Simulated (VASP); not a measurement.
# ScPd3 (Pm-3m) in VASP: electric field gradients with LDA

Aim: the electric field gradients of ScPd3 with LDA.

Everything below comes from runs of VASP 6.6.1. Logs are shortened: lines on timing, memory, paths and dates and some standing lists are left out, and cuts for length are marked.

## Step 1: The cell of the first run

The structure is cubic, space group Pm-3m (No. 221). The conventional cell has a = 3.902 Å, b = 3.902 Å, c = 3.902 Å, α = 90.00°, β = 90.00°, γ = 90.00°. Sc (site symmetry m-3m) has 12 Pd at 2.76 Å within 3.6 Å. Within 3.6 Å of Pd (site symmetry 4/mmm) lie 4 Sc at 2.76 Å and 8 Pd at 2.76 Å.

## Step 2: Electric field gradients, LDA

Contents of INCAR:

```
PREC = Accurate
ENCUT = 470
EDIFF = 1E-8
ISMEAR = -1
SIGMA = 0.05
LREAL = False
LASPH = True
NELM = 120
ALGO = Normal
ISIF = 2
LWAVE = False
LCHARG = False
LEFG = True
NBANDS = 40
GGA_COMPAT = False
```

Contents of KPOINTS:

```
regular mesh
0
Gamma
  9 9 9
```

Contents of POSCAR:

```
ScPd3
1.0
    3.9024969916      0.0000000000      0.0000000000
    0.0000000000      3.9024969916      0.0000000000
    0.0000000000      0.0000000000      3.9024969916
Sc Pd
1 3
Direct
    0.0000000000      0.0000000000      0.0000000000
    0.0000000000      0.5000000000      0.5000000000
    0.5000000000      0.0000000000      0.5000000000
    0.5000000000      0.5000000000      0.0000000000
```

Potentials or basis: VASP PAW LDA potentials, release 64 (Sc_sv, Pd_sv_GW).

Run with:

```bash
$ cat potpaw_LDA.64/Sc_sv/POTCAR potpaw_LDA.64/Pd_sv_GW/POTCAR > POTCAR
$ mpirun -np 1 vasp_std > vasp.out
```

OUTCAR:

```text
PREC = Accurate
   ENCUT = 470
   EDIFF = 1E-8
   ISMEAR = -1
   LREAL = False
   LASPH = True
   NELM = 120
   ISIF = 2

 ion  position               nearest neighbor table
   1  0.000  0.000  0.000-   2 2.76   3 2.76   4 2.76   2 2.76   3 2.76   2 2.76   4 2.76   2 2.76
                             3 2.76   4 2.76   3 2.76   4 2.76
   2  0.000  0.500  0.500-   1 2.76   1 2.76   1 2.76   1 2.76
   3  0.500  0.000  0.500-   1 2.76   1 2.76   1 2.76   1 2.76
   4  0.500  0.500  0.000-   1 2.76   1 2.76   1 2.76   1 2.76

  LATTYP: Found a simple cubic cell.
 ALAT       =     3.9024969916

  Lattice vectors:

 A1 = (   3.9024969916,   0.0000000000,   0.0000000000)
 A2 = (   0.0000000000,   3.9024969916,   0.0000000000)
 A3 = (   0.0000000000,   0.0000000000,   3.9024969916)

Analysis of symmetry for initial positions (statically):
=====================================================================
 Subroutine PRICEL returns:
 Original cell was already a primitive cell.

 Routine SETGRP: Setting up the symmetry group for a
 simple cubic supercell.

 Subroutine GETGRP returns: Found 48 space group operations
 (whereof 48 operations were pure point group operations)
 out of a pool of 48 trial point group operations.

The static configuration has the point symmetry O_h .

Analysis of symmetry for dynamics (positions and initial velocities):
=====================================================================
 Subroutine PRICEL returns:
 Original cell was already a primitive cell.

 Routine SETGRP: Setting up the symmetry group for a
 simple cubic supercell.

 Subroutine GETGRP returns: Found 48 space group operations
 (whereof 48 operations were pure point group operations)
 out of a pool of 48 trial point group operations.

The dynamic configuration has the point symmetry O_h .

 Subroutine INISYM returns: Found 48 space group operations
 (whereof 48 operations are pure point group operations),
 and found     1 'primitive' translations

----------------------------------------------------------------------------------------

                                     Primitive cell

  volume of cell :      59.4330

  direct lattice vectors                    reciprocal lattice vectors
     3.902496992  0.000000000  0.000000000     0.256246194  0.000000000  0.000000000
     0.000000000  3.902496992  0.000000000     0.000000000  0.256246194  0.000000000
     0.000000000  0.000000000  3.902496992     0.000000000  0.000000000  0.256246194

  length of vectors
     3.902496992  3.902496992  3.902496992     0.256246194  0.256246194  0.256246194

  position of ions in fractional coordinates (direct lattice)
     0.000000000  0.000000000  0.000000000
     0.000000000  0.500000000  0.500000000
     0.500000000  0.000000000  0.500000000
     0.500000000  0.500000000  0.000000000

  ion indices of the primitive-cell ions
   primitive index   ion index
                 1           1
                 2           2
                 3           3
                 4           4

----------------------------------------------------------------------------------------

 KPOINTS: regular mesh

Automatic generation of k-mesh.
 Grid dimensions read from file:
 generate k-points for:    9    9    9

 Generating k-lattice:

  Cartesian coordinates                     Fractional coordinates (reciprocal lattice)
     0.028471799  0.000000000  0.000000000     0.111111111  0.000000000  0.000000000
     0.000000000  0.028471799  0.000000000     0.000000000  0.111111111  0.000000000
     0.000000000  0.000000000  0.028471799     0.000000000  0.000000000  0.111111111

  Length of vectors
[... 38 lines left out ...]
   number of dos      NEDOS =    301   number of ions     NIONS =      4
   total plane-waves  NPLWV =  21952
   dimension x,y,z NGX =    28 NGY =   28 NGZ =   28
   dimension x,y,z NGXF=    56 NGYF=   56 NGZF=   56
   ions per type =               1   3
   NGX,Y,Z   is equivalent  to a cutoff of  11.93, 11.93, 11.93 a.u.
   NGXF,Y,Z  is equivalent  to a cutoff of  23.86, 23.86, 23.86 a.u.
 SYSTEM =  unknown system
   PREC   = accura    normal or accurate (medium, high low for compatibility)
   ISTART =      0    job   : 0-new  1-cont  2-samecut
   ICHARG =      2    charge: 1-file 2-atom 10-const
   ISPIN  =      1    spin polarized calculation?
   LNONCOLLINEAR =      F non collinear calculations
   LSORBIT =      F    spin-orbit coupling
   LASPH  =      T    aspherical Exc in radial PAW
   ENCUT  =  470.0 eV  34.54 Ry    5.88 a.u.   6.90  6.90  6.90*2*pi/ulx,y,z
   NELM   =    120;   NELMIN=  2; NELMDL= -5     # of ELM steps
   EDIFF  = 0.1E-07   stopping-criterion for ELM
   LREAL  =      F    real-space projection
   EDIFFG = 0.1E-06   stopping-criterion for IOM
   NSW    =      0    number of steps for IOM
   IBRION =     -1    ionic relax: 0-MD 1-quasi-New 2-CG
   NFREE  =      0    steps in history (QN), initial steepest desc. (CG)
   ISIF   =      2    stress and relaxation
   ISYM   =      2    0-nonsym 1-usesym 2-fastsym
   POTIM  = 0.5000    time-step for ionic-motion
   TEBEG  =    0.0;   TEEND  =   0.0 temperature during run
   PSTRESS=    0.0 pullay stress
   NELECT =      65.0000    total number of electrons
   NUPDOWN=      -1.0000    fix difference up-down
   EMIN   =  10.00;   EMAX   =-10.00  energy-range for DOS
   EFERMI =   0.00;   METHOD = LEGACY
   ISMEAR =    -1;   SIGMA  =   0.05  broadening in eV -4-tet -1-fermi 0-gaus
   EFERMI_NEDOS =   21; number of points for ismear=-14 and -15
   IALGO  =     38    algorithm
   IMIX   =      4    mixing-type and parameters
     AMIX     =   0.40;   BMIX     =  1.00
     AMIX_MAG =   1.60;   BMIX_MAG =  1.00
  volume/ion in A,a.u.               =      14.86       100.27
  Fermi-wavevector in a.u.,A,eV,Ry     =   1.686696  3.187392 38.707785  2.844942
  Thomas-Fermi vector in A             =   2.769314
   LORBIT       =      0    0 simple, 1 ext, 2 COOP (PROOUT), +10 PAW based schemes
   GGA     = CA    functional components
   LHFCALC =     F    Hartree Fock is set to
   AEXX    =    0.0000 exact exchange contribution
   IVDW    =     0    specifies the selected vdW correction
   LEPSILON=     F    determine dielectric tensor
   LRPA    =     F    only Hartree local field effects (RPA)
 non-spin polarized calculation
  energy-cutoff  :      470.00
  volume of cell :       59.43
 maximum number of plane-waves:      1390
 NGX is ok and might be reduce to    28
   NGX = 13   NGY = 13   NGZ = 13

 number of electron      65.0000040 magnetization

 Free energy of the ion-electron system (eV)
  ---------------------------------------------------
  ext. energy  EPLUGINS =         0.00000000
  ---------------------------------------------------
  free energy    TOTEN  =       -25.38388353 eV

  energy without entropy =      -25.35869059  energy(sigma->0) =      -25.37128706

 E-fermi :   7.9802     XC(G=0): -13.4930

 val. band max:        7.9633564438   @ k =   0.2222   0.1111   0.0000
 cond. band min:       8.0067520480   @ k =   0.1111   0.1111   0.1111
 fundamental gap:      0.0433956041
 Fermi energy:         7.9802414570

 k-point     1 :       0.0000    0.0000    0.0000
  band No.  band energies     occupation
      1     -75.7427      2.00000
      2     -75.6877      2.00000
      3     -75.6877      2.00000
      4     -41.8609      2.00000
      5     -41.8609      2.00000
      6     -41.8609      2.00000
[... 1021 lines left out ...]
     39      13.4472      0.00000
     40      14.0238      0.00000

 [... further k-points ...]

------------------------ aborting loop because EDIFF is reached ----------------------------------------

  FORCE on cell =-STRESS in cart. coord.  units (eV):
  Direction    XX          YY          ZZ          XY          YZ          ZX
  --------------------------------------------------------------------------------------
  -------------------------------------------------------------------------------------
  Total       -0.6909403     -0.6909403     -0.6909403      0.0000000     -0.0000000     -0.0000000
  in kB      -18.6261609    -18.6261609    -18.6261609      0.0000000     -0.0000000     -0.0000000
  external PRESSURE =     -18.6261609 kB  Pullay stress =       0.0000000 kB

 VOLUME and BASIS-vectors are now :
 -----------------------------------------------------------------------------
  energy-cutoff  :      470.00
  volume of cell :       59.43
      direct lattice vectors                 reciprocal lattice vectors
     3.902496992  0.000000000  0.000000000     0.256246194  0.000000000  0.000000000
     0.000000000  3.902496992  0.000000000     0.000000000  0.256246194  0.000000000
     0.000000000  0.000000000  3.902496992     0.000000000  0.000000000  0.256246194

 POSITION                                       TOTAL-FORCE (eV/Angst)
 -----------------------------------------------------------------------------------
      0.00000      0.00000      0.00000         0.000000      0.000000      0.000000
      0.00000      1.95125      1.95125         0.000000      0.000000      0.000000
      1.95125      0.00000      1.95125         0.000000      0.000000      0.000000
      1.95125      1.95125      0.00000         0.000000      0.000000      0.000000
 -----------------------------------------------------------------------------------
    total drift:                                0.000000      0.000000      0.000000

  FREE ENERGIE OF THE ION-ELECTRON SYSTEM (eV)
  ---------------------------------------------------
  free  energy   TOTEN  =       -25.3838835280 eV

  energy  without entropy=      -25.3586905949  energy(sigma->0) =      -25.37128706

 Electric field gradients (V/A^2)
---------------------------------------------------------------------
 ion       V_xx      V_yy      V_zz      V_xy      V_xz      V_yz
---------------------------------------------------------------------
   1      -0.000     0.000    -0.000     0.000    -0.000     0.000
   2     -71.934    35.967    35.967    -0.000     0.000     0.000
   3      35.967   -71.934    35.967    -0.000    -0.000     0.000
   4      35.967    35.967   -71.934     0.000    -0.000    -0.000
---------------------------------------------------------------------

 Electric field gradients after diagonalization (V/A^2)
 (convention: |V_zz| > |V_xx| > |V_yy|)
----------------------------------------------------------------------
 ion       V_xx      V_yy      V_zz     asymmetry (V_yy - V_xx)/ V_zz
----------------------------------------------------------------------
   1      -0.000     0.000    -0.000      -0.336
   2      35.967    35.967   -71.934       0.000
   3      35.967    35.967   -71.934       0.000
   4      35.967    35.967   -71.934       0.000
----------------------------------------------------------------------

           NMR quadrupolar parameters

 Cq : quadrupolar parameter    Cq=e*Q*V_zz/h
 eta: asymmetry parameters     (V_yy - V_xx)/ V_zz
 Q  : nuclear electric quadrupole moment in mb (millibarn)
----------------------------------------------------------------------
 ion       Cq(MHz)       eta       Q (mb)
----------------------------------------------------------------------
   1      -0.000      -0.336       1.000
   2      -0.174       0.000       1.000
   3      -0.174       0.000       1.000
   4      -0.174       0.000       1.000
----------------------------------------------------------------------
```

Wall time 69 s (1 thread of Intel Xeon 6975P-C (Granite Rapids), shared host); peak memory 0.2 GiB.

Results:

| Item | Value |
| --- | --- |
| Free energy | -25.3839 eV |
| Pressure | -1.9 GPa |
| Band gap on the k mesh | zero (an odd number of electrons rules out a gap without spin polarisation) |
| Largest electric field gradient by atom | Sc -0.0; Pd -71.9 V/Å² |

Levels at points of the mesh, in eV from the Fermi level:
```tsv
k point	band 30	band 31	band 32	band 33	band 34	band 35
(0.00, 0.00, 0.00)	0.17	0.17	0.17	3.18	3.18	3.43
```

Electric field gradients, principal values (V/Å²):
```csv
atom,least,middle,greatest (by size)
1 Sc,0.000,0.000,0.000
2 Pd,35.967,35.967,-71.934
3 Pd,35.967,35.967,-71.934
4 Pd,35.967,35.967,-71.934
```

Caveat: without QUAD_EFG the Cq values of the log hold for a quadrupole moment of 1 mb, not for the nuclei.

The gap in the log of VASP goes by the Fermi energy; the results here count the filled bands.